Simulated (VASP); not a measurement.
Input of a VASP 6.6.1 run:

INCAR

```
SYSTEM = Si
PREC = Accurate
ENCUT = 520
EDIFF = 1E-6
ISMEAR = 0
SIGMA = 0.01
LREAL = .FALSE.
LASPH = .TRUE.
NELM = 80
ALGO = Normal
ISIF = 2
LWAVE = .FALSE.
LCHARG = .FALSE.
GGA = PE
NBANDS = 11
```

KPOINTS

```
regular mesh
0
G
  4 4 4
  0 0 0
```

The input POSCAR:

```
Si
1.0
    0.0000000000      2.7221197377      2.7221197377
    2.7221197377      0.0000000000      2.7221197377
    2.7221197377      2.7221197377      0.0000000000
Si
2
Direct
    0.2500000000      0.2500000000      0.2500000000
    0.0000000000      0.0000000000      0.0000000000
```

Potentials or basis: VASP PAW PBE potentials, release 64 (Si).

Run with:

```bash
$ cat potpaw_PBE.64/Si/POTCAR > POTCAR
$ mpirun -np 1 vasp_std > vasp.out
```

**Question.** Predict the pressure.

**Answer.** 1.8 GPa.

**Question.** Predict the band gap on the k mesh.

**Answer.** 0.71 eV, indirect (least direct gap 2.54 eV).

Caveat: the k points lie up to 0.50 Å⁻¹ apart. A k mesh can miss the band edges.
